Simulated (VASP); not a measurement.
# H21ClO10 in VASP: single point with PBEsol

Aim: the single point of H21ClO10 with PBEsol.

Program: VASP 6.6.1. These are calculated values, not measurements. Logs are shortened: lines on timing, memory, paths and dates and some standing lists are left out, and cuts for length are marked.

## (1) The cell of the first run

The cell holds a disordered packing, 32 atoms: a = 7.054 Å, b = 7.054 Å, c = 7.054 Å, α = 90.00°, β = 90.00°, γ = 90.00°.

## (2) Single point, PBEsol

INCAR

```
SYSTEM = H21ClO10
ALGO     = Normal         ! electronic algorithm
EDIFF    = 1E-6           ! SCF threshold, eV
ENCUT    = 1000           ! plane-wave cutoff, eV
GGA      = PS             ! functional
GGA_COMPAT= .False.      
ISIF     = 2              ! what is computed and relaxed
ISMEAR   = -1             ! smearing method
LASPH    = .True.         ! aspherical terms in the spheres
LCHARG   = .False.        ! write CHGCAR
LREAL    = Auto         
LWAVE    = .False.        ! write WAVECAR
NBANDS   = 66             ! bands
NELM     = 120            ! most SCF steps
PREC     = Accurate       ! precision mode
SIGMA    = 0.05           ! smearing width, eV
```

KPOINTS

```
k-points
0
Gamma
  1 1 1
  0 0 0
```

POSCAR

```
H21ClO10
1.0
    7.0540040000      0.0000000000      0.0000000000
    0.0000000000      7.0540040000      0.0000000000
    0.0000000000      0.0000000000      7.0540040000
O H Cl
10 21 1
Direct
    0.1471369135      0.7986417196      0.2321527159
    0.5432343188      0.7333521311      0.3132606075
    0.0415807465      0.3423256676      0.6368778557
   -0.0641874712      0.3118829737      1.0043303499
    0.8363867263      0.6904084756      1.0602419759
    0.5113086676      0.1411090577      0.5784469874
    0.3001684177      0.0911724621      0.0390855278
    0.6648002511      1.0620314368      0.1105922068
    0.8142232232      0.9628854768      0.6819751370
    0.2517504306      0.9512204188      0.7067323394
    0.1892188337      0.9190393170      0.1720453919
    0.2699702983      0.7351120614      0.2535436140
    0.5241765669      0.6733150506      0.4399452141
    0.5754497572      0.8670309457      0.3359222677
   -0.0362545577      0.4150133108      0.5492846195
    0.1604055809      0.4179590377      0.6482664683
   -0.1015453319      0.4466570429      1.0269257782
   -0.0391946841      0.3123012474      0.8644390155
    0.7338733512      0.6787414423      1.1571570440
    0.9570393935      0.7256081833      1.1312541238
    0.3871158339      0.0510670746      0.6318304836
    0.6357973812      0.0843319191      0.6273189033
    0.2344961216      0.2125329964      0.0542098299
    0.4413409102      0.1001403204      0.0681923875
    0.7619539791      1.1604003563      0.0739009613
    0.7203924774      0.9405443713      0.0674374887
    0.9474053828      0.9935564172      0.6559529005
    0.8164441252      0.8613720017      0.7774452055
    0.2929705007      0.8154288363      0.7070120902
    0.2632245636      0.9981658704      0.8437038958
    0.4957565371      0.2767530749      0.6197278108
    0.4218574553      0.5424926023      0.6878478028
```

Potentials or basis: VASP PAW PBE potentials, release 64 (O_h, H_h, Cl).

The run is started by

```bash
$ cat potpaw_PBE.64/O_h/POTCAR potpaw_PBE.64/H_h/POTCAR potpaw_PBE.64/Cl/POTCAR > POTCAR
$ mpirun -np 1 vasp_gam > vasp.out
```

OUTCAR:

```text
SYSTEM = H21ClO10
   EDIFF = 1E-6
   ENCUT = 1000
   GGA = PS
   ISIF = 2
   ISMEAR = -1
   LASPH = .True.
   LREAL = Auto
   NELM = 120
   PREC = Accurate

 ion  position               nearest neighbor table
   1  0.147  0.799  0.232-  12 0.99  11 0.99
   2  0.543  0.733  0.313-  14 0.98  13 1.00
   3  0.042  0.342  0.637-  15 0.97  16 1.00
   4  0.936  0.312  0.004-  17 1.00  18 1.00
   5  0.836  0.690  0.060-  19 1.00  20 1.02
   6  0.511  0.141  0.578-  31 1.01  22 1.02  21 1.15
   7  0.300  0.091  0.039-  23 0.98  24 1.02
   8  0.665  0.062  0.111-  26 0.99  25 1.01
   9  0.814  0.963  0.682-  27 0.98  28 0.98
  10  0.252  0.951  0.707-  29 1.00  30 1.02
  11  0.189  0.919  0.172-   1 0.99
  12  0.270  0.735  0.254-   1 0.99
  13  0.524  0.673  0.440-   2 1.00
  14  0.575  0.867  0.336-   2 0.98
  15  0.964  0.415  0.549-   3 0.97
  16  0.160  0.418  0.648-   3 1.00
[... 13 lines left out ...]
  30  0.263  0.998  0.844-  10 1.02
  31  0.496  0.277  0.620-   6 1.01
  32  0.422  0.542  0.688-

  LATTYP: Found a simple cubic cell.
 ALAT       =     7.0540040000

  Lattice vectors:

 A1 = (   7.0540040000,   0.0000000000,   0.0000000000)
 A2 = (   0.0000000000,   7.0540040000,   0.0000000000)
 A3 = (   0.0000000000,   0.0000000000,   7.0540040000)

Analysis of symmetry for initial positions (statically):
=====================================================================
 Subroutine PRICEL returns:
 Original cell was already a primitive cell.

 Routine SETGRP: Setting up the symmetry group for a
 simple cubic supercell.

 Subroutine GETGRP returns: Found  1 space group operations
 (whereof  1 operations were pure point group operations)
 out of a pool of 48 trial point group operations.

The static configuration has the point symmetry C_1 .

Analysis of symmetry for dynamics (positions and initial velocities):
=====================================================================
 Subroutine PRICEL returns:
 Original cell was already a primitive cell.

 Routine SETGRP: Setting up the symmetry group for a
 simple cubic supercell.

 Subroutine GETGRP returns: Found  1 space group operations
 (whereof  1 operations were pure point group operations)
 out of a pool of 48 trial point group operations.

The dynamic configuration has the point symmetry C_1 .

 Subroutine INISYM returns: Found  1 space group operations
 (whereof  1 operations are pure point group operations),
 and found     1 'primitive' translations

----------------------------------------------------------------------------------------

                                     Primitive cell

  volume of cell :     351.0000

  direct lattice vectors                    reciprocal lattice vectors
     7.054004000  0.000000000  0.000000000     0.141763458  0.000000000  0.000000000
     0.000000000  7.054004000  0.000000000     0.000000000  0.141763458  0.000000000
     0.000000000  0.000000000  7.054004000     0.000000000  0.000000000  0.141763458

  length of vectors
     7.054004000  7.054004000  7.054004000     0.141763458  0.141763458  0.141763458

  position of ions in fractional coordinates (direct lattice)
     0.147136913  0.798641720  0.232152716
     0.543234319  0.733352131  0.313260607
     0.041580747  0.342325668  0.636877856
     0.935812529  0.311882974  0.004330350
     0.836386726  0.690408476  0.060241976
     0.511308668  0.141109058  0.578446987
[... 24 lines left out ...]
     0.495756537  0.276753075  0.619727811
     0.421857455  0.542492602  0.687847803

  ion indices of the primitive-cell ions
   primitive index   ion index
                 1           1
                 2           2
                 3           3
                 4           4
                 5           5
                 6           6
[... 24 lines left out ...]
                31          31
                32          32

----------------------------------------------------------------------------------------

 KPOINTS: k-points

Automatic generation of k-mesh.
 Grid dimensions read from file:
 generate k-points for:    1    1    1

 Generating k-lattice:

  Cartesian coordinates                     Fractional coordinates (reciprocal lattice)
     0.141763458  0.000000000  0.000000000     1.000000000  0.000000000  0.000000000
     0.000000000  0.141763458  0.000000000     0.000000000  1.000000000  0.000000000
     0.000000000  0.000000000  0.141763458     0.000000000  0.000000000  1.000000000

  Length of vectors
     0.141763458  0.141763458  0.141763458

  Shift w.r.t. Gamma in fractional coordinates (k-lattice)
     0.000000000  0.000000000  0.000000000

 Subroutine IBZKPT returns following result:
 ===========================================

 Found      1 irreducible k-points:

 Following reciprocal coordinates:
            Coordinates               Weight
  0.000000  0.000000  0.000000      1.000000
   k-points           NKPTS =      1   k-points in BZ     NKDIM =      1   number of bands    NBANDS=     66
   number of dos      NEDOS =    301   number of ions     NIONS =     32
   total plane-waves  NPLWV = 512000
   dimension x,y,z NGX =    80 NGY =   80 NGZ =   80
   dimension x,y,z NGXF=   160 NGYF=  160 NGZF=  160
   ions per type =              10  21   1
   NGX,Y,Z   is equivalent  to a cutoff of  18.85, 18.85, 18.85 a.u.
   NGXF,Y,Z  is equivalent  to a cutoff of  37.71, 37.71, 37.71 a.u.
 SYSTEM =  H21ClO10
   PREC   = accura    normal or accurate (medium, high low for compatibility)
   ISTART =      0    job   : 0-new  1-cont  2-samecut
   ICHARG =      2    charge: 1-file 2-atom 10-const
   ISPIN  =      1    spin polarized calculation?
   LNONCOLLINEAR =      F non collinear calculations
   LSORBIT =      F    spin-orbit coupling
   LASPH  =      T    aspherical Exc in radial PAW
   ENCUT  = 1000.0 eV  73.50 Ry    8.57 a.u.  18.19 18.19 18.19*2*pi/ulx,y,z
   NELM   =    120;   NELMIN=  2; NELMDL= -5     # of ELM steps
   EDIFF  = 0.1E-05   stopping-criterion for ELM
   LREAL  =      T    real-space projection
   EDIFFG = 0.1E-04   stopping-criterion for IOM
   NSW    =      0    number of steps for IOM
   IBRION =     -1    ionic relax: 0-MD 1-quasi-New 2-CG
   NFREE  =      0    steps in history (QN), initial steepest desc. (CG)
   ISIF   =      2    stress and relaxation
   ISYM   =      2    0-nonsym 1-usesym 2-fastsym
   POTIM  = 0.5000    time-step for ionic-motion
   TEBEG  =    0.0;   TEEND  =   0.0 temperature during run
   PSTRESS=    0.0 pullay stress
   NELECT =      88.0000    total number of electrons
   NUPDOWN=      -1.0000    fix difference up-down
   EMIN   =  10.00;   EMAX   =-10.00  energy-range for DOS
   EFERMI =   0.00;   METHOD = LEGACY
   ISMEAR =    -1;   SIGMA  =   0.05  broadening in eV -4-tet -1-fermi 0-gaus
   EFERMI_NEDOS =   21; number of points for ismear=-14 and -15
   IALGO  =     38    algorithm
   IMIX   =      4    mixing-type and parameters
     AMIX     =   0.40;   BMIX     =  1.00
     AMIX_MAG =   1.60;   BMIX_MAG =  1.00
  volume/ion in A,a.u.               =      10.97        74.02
  Fermi-wavevector in a.u.,A,eV,Ry     =   1.032286  1.950738 14.498563  1.065614
  Thomas-Fermi vector in A             =   2.166476
   LORBIT       =      0    0 simple, 1 ext, 2 COOP (PROOUT), +10 PAW based schemes
   GGA     = PS    functional components
   LHFCALC =     F    Hartree Fock is set to
   AEXX    =    0.0000 exact exchange contribution
   IVDW    =     0    specifies the selected vdW correction
   LEPSILON=     F    determine dielectric tensor
   LRPA    =     F    only Hartree local field effects (RPA)
 non-spin polarized calculation
  energy-cutoff  :     1000.00
  volume of cell :      351.00
 maximum number of plane-waves:     12635
 NGX is ok and might be reduce to    80
   NGX = 37   NGY = 37   NGZ = 37

 number of electron      88.0000000 magnetization

 Free energy of the ion-electron system (eV)
  ---------------------------------------------------
  ext. energy  EPLUGINS =         0.00000000
  ---------------------------------------------------
  free energy    TOTEN  =      -154.94862611 eV

  energy without entropy =     -154.94862611  energy(sigma->0) =     -154.94862611

 E-fermi :  -2.1186     XC(G=0):  -6.6892

 val. band max:       -3.3648581749   @ k =   0.0000   0.0000   0.0000
 cond. band min:       1.5087636475   @ k =   0.0000   0.0000   0.0000
 fundamental gap:      4.8736218224
 Fermi energy:        -2.1186437251

 k-point     1 :       0.0000    0.0000    0.0000
  band No.  band energies     occupation
      1     -23.2750      2.00000
      2     -22.4113      2.00000
      3     -22.0926      2.00000
      4     -21.9765      2.00000
      5     -21.8257      2.00000
      6     -21.8107      2.00000
[... 48 lines left out ...]
     55       6.3730      0.00000
     56       6.8154      0.00000
 [bands above 56 left out]

------------------------ aborting loop because EDIFF is reached ----------------------------------------

  FORCE on cell =-STRESS in cart. coord.  units (eV):
  Direction    XX          YY          ZZ          XY          YZ          ZX
  --------------------------------------------------------------------------------------
  -------------------------------------------------------------------------------------
  Total       -2.8244591     -1.6774526      0.1953734      0.6407693      0.9972990     -0.1667119
  in kB      -12.8925481     -7.6569135      0.8918032      2.9248604      4.5522788     -0.7609746
  external PRESSURE =      -6.5525528 kB  Pullay stress =       0.0000000 kB

 VOLUME and BASIS-vectors are now :
 -----------------------------------------------------------------------------
  energy-cutoff  :     1000.00
  volume of cell :      351.00
      direct lattice vectors                 reciprocal lattice vectors
     7.054004000  0.000000000  0.000000000     0.141763458  0.000000000  0.000000000
     0.000000000  7.054004000  0.000000000     0.000000000  0.141763458  0.000000000
     0.000000000  0.000000000  7.054004000     0.000000000  0.000000000  0.141763458

 POSITION                                       TOTAL-FORCE (eV/Angst)
 -----------------------------------------------------------------------------------
      1.03790      5.63362      1.63761         0.119809     -0.023282      0.029808
      3.83198      5.17307      2.20974        -0.005902      0.004226      0.100470
      0.29331      2.41477      4.49254        -0.023350      0.032164     -0.067495
      6.60123      2.20002      0.03055         0.025703      0.071096     -0.168703
      5.89988      4.87014      0.42495        -0.057155      0.022314      0.013180
      3.60677      0.99538      4.08037         0.092093     -0.273982     -0.141605
[... 24 lines left out ...]
      3.49707      1.95222      4.37156        -0.049110      0.157276      0.045797
      2.97578      3.82674      4.85208         0.026753      0.111620      0.008115
 -----------------------------------------------------------------------------------
    total drift:                               -0.004167      0.002462      0.000914

  FREE ENERGIE OF THE ION-ELECTRON SYSTEM (eV)
  ---------------------------------------------------
  free  energy   TOTEN  =      -154.9486261107 eV

  energy  without entropy=     -154.9486261106  energy(sigma->0) =     -154.94862611
```

Wall time 94 s (1 thread of Intel Xeon 6975P-C (Granite Rapids), shared host); peak memory 0.87 GiB.

What came out:

| Quantity | Value |
| --- | --- |
| Free energy | -154.9486 eV |
| Pressure | -0.7 GPa |
| Largest force | 0.322 eV/Å |
| Band gap on the k mesh | 4.87 eV |

Forces on the atoms (eV/Å):
```
O    0.120 -0.023  0.030
O   -0.006  0.004  0.100
O   -0.023  0.032 -0.067
O    0.026  0.071 -0.169
O   -0.057  0.022  0.013
O    0.092 -0.274 -0.142
O   -0.048 -0.031 -0.023
O   -0.001 -0.023 -0.037
O    0.064 -0.255  0.133
O    0.093 -0.141 -0.066
H   -0.013  0.013 -0.007
H   -0.098  0.009  0.007
H    0.020  0.038 -0.056
H   -0.025 -0.099 -0.045
H   -0.014 -0.067  0.034
H    0.054 -0.044  0.008
H   -0.023 -0.017  0.048
H   -0.040 -0.001  0.137
H    0.095  0.030 -0.036
H   -0.059 -0.006 -0.015
H   -0.069 -0.006  0.047
H    0.077 -0.004  0.059
H   -0.073  0.045  0.003
H    0.070  0.015 -0.008
H    0.007  0.039 -0.049
H   -0.038  0.117  0.056
H   -0.006  0.055 -0.035
H   -0.067  0.133 -0.069
H   -0.037  0.028 -0.057
H    0.002  0.071  0.149
H   -0.049  0.157  0.046
Cl   0.027  0.112  0.008
```

Stress tensor (GPa, compression positive):
```
-1.29  0.29 -0.08
 0.29 -0.77  0.46
-0.08  0.46  0.09
```

Levels at points of the mesh, in eV from the valence-band top:
```tsv
k point	band 41	band 42	band 43	band 44	band 45	band 46	band 47	band 48
(0.00, 0.00, 0.00)	-0.25	-0.20	-0.14	0.00	4.87	7.38	7.60	8.20
```

Caveat: the k points lie up to 0.89 Å⁻¹ apart; the PAW data sets were made with another functional, which shifts forces and pressure a little.
